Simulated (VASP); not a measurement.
Wanted: the native input for a VASP 6.6.1 run.

| Property | Result |
| --- | --- |
| Task | single point |
| Functional | PBE |
| Potentials or basis | VASP PAW PBE potentials, release 64 (Rb_sv) |
| Cutoff | 520 eV |
| k mesh | 11 × 11 × 11 |
| Occupations | fermi-dirac, width 0.1 eV |
| Spin | no spin polarisation |
| Dipole correction | no |
| Further INCAR settings | ALGO = Normal; EDIFF = 1e-06; NBANDS = 10 |

The structure of Rb lies in POSCAR:

```
Rb
1.0
    4.6859540033      0.0000000000      0.0000000000
    0.0000000000      4.6859540033      0.0000000000
    0.0000000000      0.0000000000      4.6859540033
Rb
1
Direct
    0.0000000000      0.0000000000      0.0000000000
```

This cell differs from its parent crystal: volume scaled by 1.04.

The input as run:

INCAR

```
  PREC = Accurate
  ENCUT = 520
  EDIFF = 1E-6
  ISMEAR = -1
  SIGMA = 0.1
  LREAL = False
  LASPH = True
  NELM = 60
  ALGO = Normal
  ISIF = 2
  LWAVE = False
  LCHARG = True
  GGA = PE
  LELF = True
  LVHAR = True
  NBANDS = 10
```

KPOINTS

```
regular mesh
0
Gamma
  11 11 11
```

Potentials or basis: VASP PAW PBE potentials, release 64 (Rb_sv).

The run is started by

```console
$ cat potpaw_PBE.64/Rb_sv/POTCAR > POTCAR
$ mpirun -np 1 vasp_std > vasp.out
```

It gave:

The pressure is -0.1 GPa.

Run time: 56 s on 1 thread of Intel(R) Xeon(R) Platinum 8375C CPU @ 2.90GHz (Ice Lake) (shared host), peak memory 0.22 GiB.
